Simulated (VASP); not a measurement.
# Sc (P6_3/mmc) in VASP: single point with PBEsol

Aim: the single point of Sc with PBEsol.

All numbers are computed with VASP 6.6.1; they aren't measurements. Logs are shortened: lines on timing, memory, paths and dates and some standing lists are left out, and cuts for length are marked.

### 1 The cell of the first run

The structure is hexagonal, space group P6_3/mmc (No. 194). The conventional cell has a = 3.274 Å, b = 3.274 Å, c = 5.128 Å, α = 90.00°, β = 90.00°, γ = 120.00°. Sc (site symmetry -6m2) has 12 Sc at 3.19 to 3.27 Å within 4.2 Å.

### 2 Single point, PBEsol

Contents of INCAR:

```
SYSTEM = Sc
ALGO = Normal
EDIFF = 1E-7
ENCUT = 520
GGA = PS
ISIF = 2
ISMEAR = -1
LASPH = .True.
LCHARG = .False.
LREAL = .False.
LWAVE = .False.
NBANDS = 18
NELM = 80
PREC = Accurate
SIGMA = 0.15
```

Contents of KPOINTS:

```
k-points
0
Gamma
  15 15 8
  0 0 0
```

Contents of POSCAR:

```
Sc
1.0
    3.2740463808      0.0000000000      0.0000000000
   -1.6370231904      2.8354073389      0.0000000000
    0.0000000000      0.0000000000      5.1283927753
Sc
2
Direct
    0.3333333333      0.6666666667      0.2500000000
    0.6666666667      0.3333333333      0.7500000000
```

Potentials or basis: VASP PAW PBE potentials, release 64 (Sc_sv).

On the command line:

```
$ cat potpaw_PBE.64/Sc_sv/POTCAR > POTCAR
$ mpirun -np 1 vasp_std > vasp.out
```

OUTCAR:

```text
SYSTEM = Sc
   EDIFF = 1E-7
   ENCUT = 520
   GGA = PS
   ISIF = 2
   ISMEAR = -1
   LASPH = .True.
   LREAL = .False.
   NELM = 80
   PREC = Accurate

 ion  position               nearest neighbor table
   1  0.333  0.667  0.250-   2 3.19   2 3.19   2 3.19   2 3.19   2 3.19   2 3.19
   2  0.667  0.333  0.750-   1 3.19   1 3.19   1 3.19   1 3.19   1 3.19   1 3.19

  LATTYP: Found a hexagonal cell.
 ALAT       =     3.2740463808
 C/A-ratio  =     1.5663775582

  Lattice vectors:

 A1 = (   3.2740463808,   0.0000000000,   0.0000000000)
 A2 = (  -1.6370231904,   2.8354073389,   0.0000000000)
 A3 = (   0.0000000000,   0.0000000000,   5.1283927753)

Analysis of symmetry for initial positions (statically):
=====================================================================
 Subroutine PRICEL returns:
 Original cell was already a primitive cell.

 Routine SETGRP: Setting up the symmetry group for a
 hexagonal supercell.

 Subroutine GETGRP returns: Found 24 space group operations
 (whereof 12 operations were pure point group operations)
 out of a pool of 24 trial point group operations.

The static configuration has the point symmetry D_3d.
 The point group associated with its full space group is D_6h.

Analysis of symmetry for dynamics (positions and initial velocities):
=====================================================================
 Subroutine PRICEL returns:
 Original cell was already a primitive cell.

 Routine SETGRP: Setting up the symmetry group for a
 hexagonal supercell.

 Subroutine GETGRP returns: Found 24 space group operations
 (whereof 12 operations were pure point group operations)
 out of a pool of 24 trial point group operations.

The dynamic configuration has the point symmetry D_3d.
 The point group associated with its full space group is D_6h.

 Subroutine INISYM returns: Found 24 space group operations
 (whereof 12 operations are pure point group operations),
 and found     1 'primitive' translations

----------------------------------------------------------------------------------------

                                     Primitive cell

  volume of cell :      47.6082

  direct lattice vectors                    reciprocal lattice vectors
     3.274046381  0.000000000  0.000000000     0.305432448  0.176341506  0.000000000
    -1.637023190  2.835407339  0.000000000     0.000000000  0.352683012  0.000000000
[... 82 lines left out ...]
   LASPH  =      T    aspherical Exc in radial PAW
   ENCUT  =  520.0 eV  38.22 Ry    6.18 a.u.   6.09  6.09  9.54*2*pi/ulx,y,z
   NELM   =     80;   NELMIN=  2; NELMDL= -5     # of ELM steps
   EDIFF  = 0.1E-06   stopping-criterion for ELM
   LREAL  =      F    real-space projection
   EDIFFG = 0.1E-05   stopping-criterion for IOM
   NSW    =      0    number of steps for IOM
   IBRION =     -1    ionic relax: 0-MD 1-quasi-New 2-CG
   NFREE  =      0    steps in history (QN), initial steepest desc. (CG)
   ISIF   =      2    stress and relaxation
   ISYM   =      2    0-nonsym 1-usesym 2-fastsym
   POTIM  = 0.5000    time-step for ionic-motion
   TEBEG  =    0.0;   TEEND  =   0.0 temperature during run
   PSTRESS=    0.0 pullay stress
   NELECT =      22.0000    total number of electrons
   NUPDOWN=      -1.0000    fix difference up-down
   EMIN   =  10.00;   EMAX   =-10.00  energy-range for DOS
   EFERMI =   0.00;   METHOD = LEGACY
   ISMEAR =    -1;   SIGMA  =   0.15  broadening in eV -4-tet -1-fermi 0-gaus
   EFERMI_NEDOS =   21; number of points for ismear=-14 and -15
   IALGO  =     38    algorithm
   IMIX   =      4    mixing-type and parameters
     AMIX     =   0.40;   BMIX     =  1.00
     AMIX_MAG =   1.60;   BMIX_MAG =  1.00
  volume/ion in A,a.u.               =      23.80       160.64
  Fermi-wavevector in a.u.,A,eV,Ry     =   1.265674  2.391777 21.795591  1.601931
  Thomas-Fermi vector in A             =   2.398915
   LORBIT       =      0    0 simple, 1 ext, 2 COOP (PROOUT), +10 PAW based schemes
   GGA     = PS    functional components
   LHFCALC =     F    Hartree Fock is set to
   AEXX    =    0.0000 exact exchange contribution
   IVDW    =     0    specifies the selected vdW correction
   LEPSILON=     F    determine dielectric tensor
   LRPA    =     F    only Hartree local field effects (RPA)
 non-spin polarized calculation
  energy-cutoff  :      520.00
  volume of cell :       47.61
 maximum number of plane-waves:      1298
   NGX = 13   NGY = 13   NGZ = 19

 number of electron      22.0000003 magnetization

 Free energy of the ion-electron system (eV)
  ---------------------------------------------------
  ext. energy  EPLUGINS =         0.00000000
  ---------------------------------------------------
  free energy    TOTEN  =       -13.34644590 eV

  energy without entropy =      -13.09417328  energy(sigma->0) =      -13.22030959

 E-fermi :   3.7847     XC(G=0): -10.1321

 val. band max:        3.7817299246   @ k =   0.4667   0.0667   0.3750
 cond. band min:       3.7920023786   @ k =   0.4000   0.2000   0.3750
 fundamental gap:      0.0102724540
 Fermi energy:         3.7846710906

 k-point     1 :       0.0000    0.0000    0.0000
  band No.  band energies     occupation
      1     -45.3253      2.00000
      2     -45.2426      2.00000
      3     -24.2838      2.00000
      4     -23.8827      2.00000
      5     -23.8827      2.00000
      6     -23.8093      2.00000
[... 481 lines left out ...]
      5     -24.0415      2.00000
      6     -24.0301      2.00000
[... 10 lines left out ...]
     17       7.7231      0.00000
     18       7.8225      0.00000

 [... further k-points ...]

------------------------ aborting loop because EDIFF is reached ----------------------------------------

  FORCE on cell =-STRESS in cart. coord.  units (eV):
  Direction    XX          YY          ZZ          XY          YZ          ZX
  --------------------------------------------------------------------------------------
  -------------------------------------------------------------------------------------
  Total        0.0043301      0.0043301      0.0039018      0.0000000      0.0000000      0.0000000
  in kB        0.1457221      0.1457221      0.1313076      0.0000000      0.0000000      0.0000000
  external PRESSURE =       0.1409173 kB  Pullay stress =       0.0000000 kB

 VOLUME and BASIS-vectors are now :
 -----------------------------------------------------------------------------
  energy-cutoff  :      520.00
  volume of cell :       47.61
      direct lattice vectors                 reciprocal lattice vectors
     3.274046381  0.000000000  0.000000000     0.305432448  0.176341506  0.000000000
    -1.637023190  2.835407339  0.000000000     0.000000000  0.352683012  0.000000000
     0.000000000  0.000000000  5.128392775     0.000000000  0.000000000  0.194992865

 POSITION                                       TOTAL-FORCE (eV/Angst)
 -----------------------------------------------------------------------------------
     -0.00000      1.89027      1.28210         0.000000     -0.000000      0.000000
      1.63702      0.94514      3.84629        -0.000000      0.000000      0.000000
 -----------------------------------------------------------------------------------
    total drift:                                0.000000     -0.000000      0.000000

  FREE ENERGIE OF THE ION-ELECTRON SYSTEM (eV)
  ---------------------------------------------------
  free  energy   TOTEN  =       -13.3464458955 eV

  energy  without entropy=      -13.0941732841  energy(sigma->0) =      -13.22030959
```

Wall time 2 min (1 thread of Intel Xeon 8259CL, shared host); peak memory 0.23 GiB.

Results:

```
Free energy            : -13.3464 eV
Pressure               : 0.0 GPa
Band gap on the k mesh : zero (bands 11 and 12 overlap by 1.51 eV)
```

Caveat: the PAW data sets were made with another functional, which shifts forces and pressure a little.
